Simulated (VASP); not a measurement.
# Al4N5 in VASP: further runs

Al4N5 is run at these levels: PBE; tasks: single point.

All numbers are computed with VASP 6.6.1; they aren't measurements. Logs are shortened: lines on timing, memory, paths and dates and some standing lists are left out, and cuts for length are marked.

## Step 1: The cell of the first run

The cell holds a slab with vacuum, 9 atoms: a = 3.130 Å, b = 3.130 Å, c = 25.062 Å, α = 90.00°, β = 90.00°, γ = 120.00°.

## Step 2: Single point, PBE, collinear spin

File INCAR:

```
PREC = Accurate
ENCUT = 520
EDIFF = 1E-6
ISMEAR = 0
SIGMA = 0.05
LREAL = F
LASPH = T
NELM = 150
ALGO = Normal
ISIF = 2
LWAVE = F
LCHARG = F
ISPIN = 2
MAGMOM = 0 0 0 0 3 0 0 0 0
LORBIT = 11
LDIPOL = T
IDIPOL = 3
DIPOL = 0.5 0.5 0.347
GGA = PE
NBANDS = 32
```

File KPOINTS:

```
Automatic mesh
0
Gamma
  9 9 1
```

File POSCAR:

```
Al4N5
1.0
    3.1297683445      0.0000000000      0.0000000000
   -1.5648841723      2.7104588943      0.0000000000
    0.0000000000      0.0000000000     25.0621509606
N Al
5 4
Direct
    0.3333333333      0.6666666667      0.1596032203
    0.6666666667      0.3333333333      0.2597004396
    0.3333333333      0.6666666667      0.3620561642
    0.6666666667      0.3333333333      0.4610505141
    0.3333333333      0.6666666667      0.5499189189
    0.6666666667      0.3333333333      0.1833176549
    0.3333333333      0.6666666667      0.2834148742
    0.6666666667      0.3333333333      0.3814237064
    0.3333333333      0.6666666667      0.4812895341
```

Potentials or basis: VASP PAW PBE potentials, release 64 (N, Al).

Command:

```sh
cat potpaw_PBE.64/N/POTCAR potpaw_PBE.64/Al/POTCAR > POTCAR
mpirun -np 1 vasp_std > vasp.out
```

OUTCAR:

```text
PREC = Accurate
   ENCUT = 520
   EDIFF = 1E-6
   ISMEAR = 0
   LREAL = F
   LASPH = T
   NELM = 150
   ISIF = 2
   ISPIN = 2
   LORBIT = 11
   GGA = PE

 ion  position               nearest neighbor table
   1  0.333  0.667  0.160-   6 1.90   6 1.90   6 1.90
   2  0.667  0.333  0.260-   7 1.90   7 1.90   7 1.90   6 1.91
   3  0.333  0.667  0.362-   8 1.87   8 1.87   8 1.87   7 1.97
   4  0.667  0.333  0.461-   9 1.88   9 1.88   9 1.88   8 2.00
   5  0.333  0.667  0.550-   9 1.72
   6  0.667  0.333  0.183-   1 1.90   1 1.90   1 1.90   2 1.91   7 3.09   7 3.09   7 3.09
   7  0.333  0.667  0.283-   2 1.90   2 1.90   2 1.90   3 1.97   8 3.05   8 3.05   8 3.05   6 3.09
                             6 3.09   6 3.09
   8  0.667  0.333  0.381-   3 1.87   3 1.87   3 1.87   4 2.00   7 3.05   7 3.05   7 3.05   9 3.09
                             9 3.09   9 3.09
   9  0.333  0.667  0.481-   5 1.72   4 1.88   4 1.88   4 1.88   8 3.09   8 3.09   8 3.09

  LATTYP: Found a hexagonal cell.
 ALAT       =     3.1297683445
 C/A-ratio  =     8.0076696426

  Lattice vectors:

 A1 = (   3.1297683445,   0.0000000000,   0.0000000000)
 A2 = (  -1.5648841723,   2.7104588943,   0.0000000000)
 A3 = (   0.0000000000,   0.0000000000,  25.0621509606)

Analysis of symmetry for initial positions (statically):
=====================================================================
 Subroutine PRICEL returns:
 Original cell was already a primitive cell.

 Routine SETGRP: Setting up the symmetry group for a
 hexagonal supercell.

 Subroutine GETGRP returns: Found  6 space group operations
 (whereof  6 operations were pure point group operations)
 out of a pool of 24 trial point group operations.

The static configuration has the point symmetry C_3v.

Analysis of symmetry for dynamics (positions and initial velocities):
=====================================================================
 Subroutine PRICEL returns:
 Original cell was already a primitive cell.

 Routine SETGRP: Setting up the symmetry group for a
 hexagonal supercell.

 Subroutine GETGRP returns: Found  6 space group operations
 (whereof  6 operations were pure point group operations)
 out of a pool of 24 trial point group operations.

The dynamic configuration has the point symmetry C_3v.

Analysis of structural, dynamic, and magnetic symmetry:
=====================================================================
 Subroutine PRICEL returns:
 Original cell was already a primitive cell.

 Routine SETGRP: Setting up the symmetry group for a
 hexagonal supercell.

 Subroutine GETGRP returns: Found  6 space group operations
 (whereof  6 operations were pure point group operations)
 out of a pool of 24 trial point group operations.

The overall configuration has the point symmetry C_3v.

 Subroutine INISYM returns: Found  6 space group operations
 (whereof  6 operations are pure point group operations),
 and found     1 'primitive' translations

----------------------------------------------------------------------------------------

                                     Primitive cell

  volume of cell :     212.6049

  direct lattice vectors                    reciprocal lattice vectors
     3.129768344  0.000000000  0.000000000     0.319512465  0.184470608  0.000000000
    -1.564884172  2.710458894  0.000000000     0.000000000  0.368941216  0.000000000
     0.000000000  0.000000000 25.062150961     0.000000000  0.000000000  0.039900805

  length of vectors
     3.129768344  3.129768345 25.062150961     0.368941216  0.368941216  0.039900805

  position of ions in fractional coordinates (direct lattice)
     0.333333333  0.666666667  0.159603220
     0.666666667  0.333333333  0.259700440
     0.333333333  0.666666667  0.362056164
     0.666666667  0.333333333  0.461050514
     0.333333333  0.666666667  0.549918919
     0.666666667  0.333333333  0.183317655
     0.333333333  0.666666667  0.283414874
     0.666666667  0.333333333  0.381423706
     0.333333333  0.666666667  0.481289534

  ion indices of the primitive-cell ions
   primitive index   ion index
[... 61 lines left out ...]
   ICHARG =      2    charge: 1-file 2-atom 10-const
   ISPIN  =      2    spin polarized calculation?
   LNONCOLLINEAR =      F non collinear calculations
   LSORBIT =      F    spin-orbit coupling
   LASPH  =      T    aspherical Exc in radial PAW
   ENCUT  =  520.0 eV  38.22 Ry    6.18 a.u.   5.82  5.82 46.60*2*pi/ulx,y,z
   NELM   =    150;   NELMIN=  2; NELMDL= -5     # of ELM steps
   EDIFF  = 0.1E-05   stopping-criterion for ELM
   LREAL  =      F    real-space projection
   EDIFFG = 0.1E-04   stopping-criterion for IOM
   NSW    =      0    number of steps for IOM
   IBRION =     -1    ionic relax: 0-MD 1-quasi-New 2-CG
   NFREE  =      0    steps in history (QN), initial steepest desc. (CG)
   ISIF   =      2    stress and relaxation
   ISYM   =      2    0-nonsym 1-usesym 2-fastsym
   POTIM  = 0.5000    time-step for ionic-motion
   TEBEG  =    0.0;   TEEND  =   0.0 temperature during run
   PSTRESS=    0.0 pullay stress
   NELECT =      37.0000    total number of electrons
   NUPDOWN=      -1.0000    fix difference up-down
   EMIN   =  10.00;   EMAX   =-10.00  energy-range for DOS
   EFERMI =   0.00;   METHOD = LEGACY
   ISMEAR =     0;   SIGMA  =   0.05  broadening in eV -4-tet -1-fermi 0-gaus
   EFERMI_NEDOS =   21; number of points for ismear=-14 and -15
   IALGO  =     38    algorithm
   IMIX   =      4    mixing-type and parameters
     AMIX     =   0.40;   BMIX     =  1.00
     AMIX_MAG =   1.60;   BMIX_MAG =  1.00
  volume/ion in A,a.u.               =      23.62       159.41
  Fermi-wavevector in a.u.,A,eV,Ry     =   0.914010  1.727228 11.366502  0.835414
  Thomas-Fermi vector in A             =   2.038588
   LORBIT       =     11    0 simple, 1 ext, 2 COOP (PROOUT), +10 PAW based schemes
   GGA     = PE    functional components
   LHFCALC =     F    Hartree Fock is set to
   AEXX    =    0.0000 exact exchange contribution
   IVDW    =     0    specifies the selected vdW correction
   LEPSILON=     F    determine dielectric tensor
   LRPA    =     F    only Hartree local field effects (RPA)
 spin polarized calculation
 Gauss-broadening in eV      SIGMA  =   0.05
  energy-cutoff  :      520.00
  volume of cell :      212.60
 maximum number of plane-waves:      5756
 NGX is ok and might be reduce to    24
   NGX = 11   NGY = 11   NGZ = 93

 dipolmoment           0.000000      0.000000     -0.015309 electrons x Angstroem

 number of electron      36.9999994 magnetization       2.4208717

 dipolmoment           0.000000      0.000000      0.019099 electrons x Angstroem

 Free energy of the ion-electron system (eV)
  ---------------------------------------------------
  ext. energy  EPLUGINS =         0.00000000
  ---------------------------------------------------
  free energy    TOTEN  =       -60.44457438 eV

  energy without entropy =      -60.43154617  energy(sigma->0) =      -60.43806027

 E-fermi :  -1.5681     XC(G=0):  -5.4023

 val. band max:       -1.5841969610   @ k =   0.3333   0.1111   0.0000
 cond. band min:      -1.5672334203   @ k =   0.2222   0.2222   0.0000
 fundamental gap:      0.0169635408
 Fermi energy:        -1.5680969919

 spin component 1

 k-point     1 :       0.0000    0.0000    0.0000
  band No.  band energies     occupation
      1     -17.6446      1.00000
      2     -16.9767      1.00000
      3     -16.3799      1.00000
      4     -15.3769      1.00000
      5     -14.6881      1.00000
      6      -7.8456      1.00000
[... 385 lines left out ...]
     29       8.7764      0.00000
     30       8.7794      0.00000
 Fermi energy:        -1.5680969919

 spin component 2

 k-point     1 :       0.0000    0.0000    0.0000
  band No.  band energies     occupation
      1     -17.5675      1.00000
      2     -16.7012      1.00000
      3     -16.1190      1.00000
      4     -14.6400      1.00000
      5     -12.9379      1.00000
      6      -7.7487      1.00000
[... 385 lines left out ...]
     29       8.7800      0.00000
     30       8.8012      0.00000
 [bands above 30 left out]

------------------------ aborting loop because EDIFF is reached ----------------------------------------

 vacuum level on the upper side and lower side of the slab       (xc-potential included)         0.224        -0.172

  FORCE on cell =-STRESS in cart. coord.  units (eV):
  Direction    XX          YY          ZZ          XY          YZ          ZX
  --------------------------------------------------------------------------------------
  -------------------------------------------------------------------------------------
  Total        1.5133500      1.5133500      5.5164927     -0.0000000      0.0000000     -0.0000000
  in kB       11.4045094     11.4045094     41.5719379     -0.0000000      0.0000000     -0.0000000
  external PRESSURE =      21.4603189 kB  Pullay stress =       0.0000000 kB

 VOLUME and BASIS-vectors are now :
 -----------------------------------------------------------------------------
  energy-cutoff  :      520.00
  volume of cell :      212.60
      direct lattice vectors                 reciprocal lattice vectors
     3.129768344  0.000000000  0.000000000     0.319512465  0.184470608  0.000000000
    -1.564884172  2.710458894  0.000000000     0.000000000  0.368941216  0.000000000
     0.000000000  0.000000000 25.062150961     0.000000000  0.000000000  0.039900805

 POSITION                                       TOTAL-FORCE (eV/Angst)
 -----------------------------------------------------------------------------------
     -0.00000      1.80697      4.00000         0.000000     -0.000000      1.872703
      1.56488      0.90349      6.50865        -0.000000      0.000000      1.075646
     -0.00000      1.80697      9.07391        -0.000000      0.000000     -1.047791
      1.56488      0.90349     11.55492        -0.000000      0.000000     -1.230047
     -0.00000      1.80697     13.78215         0.000000     -0.000000      4.111327
      1.56488      0.90349      4.59433         0.000000     -0.000000     -2.219285
     -0.00000      1.80697      7.10299        -0.000000      0.000000     -0.483201
      1.56488      0.90349      9.55930         0.000000     -0.000000      1.254489
     -0.00000      1.80697     12.06215         0.000000      0.000000     -3.333842
 -----------------------------------------------------------------------------------
    total drift:                                0.000000      0.000000      0.000602

  FREE ENERGIE OF THE ION-ELECTRON SYSTEM (eV)
  ---------------------------------------------------
  free  energy   TOTEN  =       -60.4445743787 eV

  energy  without entropy=      -60.4315461668  energy(sigma->0) =      -60.43806027

 vacuum level on the upper side and lower side of the slab         6.494         6.085

 total charge

# of ion       s       p       d       tot
------------------------------------------
    1        1.256   2.439   0.000   3.695
    2        1.229   2.613   0.000   3.842
    3        1.225   2.635   0.000   3.860
    4        1.229   2.611   0.000   3.840
    5        1.330   2.149   0.000   3.479
    6        0.369   0.426   0.000   0.796
    7        0.362   0.424   0.000   0.786
    8        0.367   0.434   0.000   0.801
    9        0.394   0.488   0.000   0.882
--------------------------------------------------
tot          7.761  14.221   0.000  21.982

 magnetization (x)

# of ion       s       p       d       tot
------------------------------------------
    1        0.000   0.034   0.000   0.034
    2       -0.000   0.002   0.000   0.002
    3        0.001   0.011   0.000   0.012
    4        0.008   0.109   0.000   0.117
    5        0.049   1.387   0.000   1.436
    6       -0.001   0.002   0.000   0.001
    7       -0.000   0.000   0.000   0.000
    8        0.002   0.006   0.000   0.008
    9       -0.002   0.014   0.000   0.012
--------------------------------------------------
tot          0.057   1.565   0.000   1.623
```

Wall time 19 min (1 thread of Intel Xeon 8259CL, shared host); peak memory 0.46 GiB.

What came out:

| Quantity | Value |
| --- | --- |
| Free energy | -60.4446 eV |
| Largest force | 4.111 eV/Å |
| Net moment | 2.42 μB per cell |
| Site moments | N +0.03, +0.00, +0.01, +0.12, +1.44; Al +0.00, +0.01 (each value once) μB |
| Valence electrons inside the program's atomic spheres | N 3.69, 3.84, 3.86, 3.48 (each value once); Al 0.80, 0.79, 0.88 (each value once) |

Forces on the atoms (eV/Å):
```
N    0.000  0.000  1.873
N    0.000  0.000  1.076
N    0.000  0.000 -1.048
N    0.000  0.000 -1.230
N    0.000  0.000  4.111
Al   0.000  0.000 -2.219
Al   0.000  0.000 -0.483
Al   0.000  0.000  1.254
Al   0.000  0.000 -3.334
```

Levels at points of the mesh, in eV from the Fermi level:
Spin up:
```
           k point  band 18  band 19  band 20  band 21  band 22  band 23
(0.00, 0.00, 0.00)    -0.45     0.04     0.04     3.70     5.12     5.54
```
Spin down:
```
           k point  band 13  band 14  band 15  band 16  band 17  band 18  band 19  band 20  band 21  band 22
(0.00, 0.00, 0.00)    -1.34    -1.34    -0.62    -0.07     0.13     0.13     2.81     2.81     3.77     5.19
```

## Step 3: Single point, PBE, collinear spin

File INCAR:

```
SYSTEM = Al4N5
  PREC = Accurate
  ENCUT = 520
  EDIFF = 1E-6
  ISMEAR = 0
  SIGMA = 0.05
  LREAL = .False.
  LASPH = .True.
  NELM = 150
  ALGO = Normal
  ISIF = 2
  LWAVE = .False.
  LCHARG = .False.
  ISPIN = 2
  MAGMOM = 0 0 0 0 3 0 0 0 0
  LORBIT = 11
  LDIPOL = .True.
  IDIPOL = 3
  DIPOL = 0.5 0.5 0.350
  GGA = PE
  NBANDS = 32
```

File KPOINTS:

```
regular mesh
0
Gamma
  9 9 1
  0 0 0
```

POSCAR, as its differences from that of step 2:

```diff
@@ -12,3 +12,3 @@
     0.6666666667      0.3333333333      0.4610505141
-    0.3333333333      0.6666666667      0.5499189189
+    0.3333333333      0.6666666667      0.5798445227
     0.6666666667      0.3333333333      0.1833176549
```

Potentials or basis: VASP PAW PBE potentials, release 64 (N, Al).

Command:

```sh
cat potpaw_PBE.64/N/POTCAR potpaw_PBE.64/Al/POTCAR > POTCAR
mpirun -np 1 vasp_std > vasp.out
```

Run time: 10 min. Hardware: 1 thread of Intel Xeon 8259CL, shared host; peak memory 0.47 GiB.

Results (log left out):

- Free energy: -60.1963 eV
- Largest force: 2.440 eV/Å
- Net moment: 2.38 μB per cell
- Site moments: N -0.03, +0.00, +0.01, +1.57 (each value once); Al -0.00, +0.00 (each value once) μB
- Valence electrons inside the program's atomic spheres: N 3.70, 3.84, 3.86, 3.32 (each value once); Al 0.80, 0.79, 0.76 (each value once)

Forces on the atoms (eV/Å):
```
N    0.000  0.000  1.954
N    0.000  0.000  1.526
N    0.000  0.000 -0.502
N    0.000  0.000 -0.282
N    0.000  0.000 -1.578
Al   0.000  0.000 -2.440
Al   0.000  0.000 -0.926
Al   0.000  0.000  0.659
Al   0.000  0.000  1.589
```

Levels at points of the mesh, in eV from the Fermi level:
Spin up:
| k point | band 17 | band 18 | band 19 | band 20 | band 21 | band 22 | band 23 | band 24 |
| --- | --- | --- | --- | --- | --- | --- | --- | --- |
| (0.00, 0.00, 0.00) | -0.82 | -0.61 | 0.14 | 0.14 | 2.33 | 3.82 | 4.91 | 5.70 |
Spin down:
```csv
k point,band 14,band 15,band 16,band 17,band 18,band 19,band 20,band 21
"(0.00, 0.00, 0.00)",-1.67,-0.84,-0.42,0.06,0.06,2.70,3.43,3.43
```

## Step 4: Single point, PBE, collinear spin

File INCAR:

```
SYSTEM = Al4N5
PREC     = Accurate       ! precision mode
ENCUT    = 520            ! plane-wave cutoff, eV
EDIFF    = 1E-6           ! SCF threshold, eV
ISMEAR   = 0              ! smearing method
SIGMA    = 0.05           ! smearing width, eV
LREAL    = .FALSE.        ! projectors in reciprocal space
LASPH    = .TRUE.         ! aspherical terms in the spheres
NELM     = 150            ! most SCF steps
ALGO     = Normal         ! electronic algorithm
ISIF     = 2              ! what is computed and relaxed
LWAVE    = .FALSE.        ! write WAVECAR
LCHARG   = .FALSE.        ! write CHGCAR
ISPIN    = 2              ! spin polarisation
MAGMOM   = 0 0 0 0 3 0 0 0 0 ! initial moments
LORBIT   = 11             ! projections on sites
LDIPOL   = .TRUE.       
IDIPOL   = 3            
DIPOL    = 0.5 0.5 0.356
GGA      = PE             ! functional
NBANDS   = 32             ! bands
```

File KPOINTS:

```
Automatic mesh
0
G
  9 9 1
  0 0 0
```

POSCAR, as its differences from that of step 3:

```diff
@@ -12,3 +12,3 @@
     0.6666666667      0.3333333333      0.4610505141
-    0.3333333333      0.6666666667      0.5798445227
+    0.3333333333      0.6666666667      0.6277254887
     0.6666666667      0.3333333333      0.1833176549
```

Command:

```sh
cat potpaw_PBE.64/N/POTCAR potpaw_PBE.64/Al/POTCAR > POTCAR
mpirun -np 1 vasp_std > vasp.out
```

Wall time 12 min (1 thread of Intel Xeon 8259CL, shared host); peak memory 0.47 GiB.

The run converged. Its results:

* Free energy: -58.9945 eV
* Largest force: 2.716 eV/Å
* Net moment: 2.46 μB per cell
* Site moments: N -0.03, -0.00, -0.01, -0.06, +1.87; Al -0.00, +0.00, -0.01, -0.04 μB
* Valence electrons inside the program's atomic spheres: N 3.70, 3.84, 3.86, 3.29 (each value once); Al 0.80, 0.79, 0.76 (each value once)

Forces in eV/Å, atoms in the order of the input:
```
N    0.000  0.000  2.071
N    0.000  0.000  2.034
N    0.000  0.000  0.068
N    0.000  0.000  0.120
N    0.000  0.000 -0.404
Al   0.000  0.000 -2.716
Al   0.000  0.000 -1.429
Al   0.000  0.000  0.013
Al   0.000  0.000  0.243
```

Levels at points of the mesh, in eV from the Fermi level:
Spin up:
```
           k point  band 16  band 17  band 18  band 19  band 20  band 21  band 22  band 23  band 24  band 25
(0.00, 0.00, 0.00)    -1.49    -1.49    -0.83    -0.05     0.15     0.15     2.77     3.72     4.50     5.49
```
Spin down:
```csv
k point,band 15,band 16,band 17,band 18,band 19,band 20
"(0.00, 0.00, 0.00)",-1.41,-0.64,0.07,0.07,0.84,2.74
```

## Step 5: The runs side by side

| cell | gap on the mesh (eV) | moment (μB) | largest force (eV/Å) |
| --- | --- | --- | --- |
| as given, atomic positions A | none | 2.42 | 4.11 |
| as given, atomic positions B | none | 2.38 | 2.44 |
| as given, atomic positions C | none | 2.46 | 2.72 |

Alike in all rows: task single point; level PBE; potentials or basis VASP PAW PBE potentials, release 64 (N, Al); spin collinear; k mesh 9 × 9 × 1; cutoff (eV) 520; smearing gaussian 0.05 eV.

Absolute energies hang on the potentials; compare differences alone.

The gap in the log of VASP goes by the Fermi energy; the results here count the filled bands.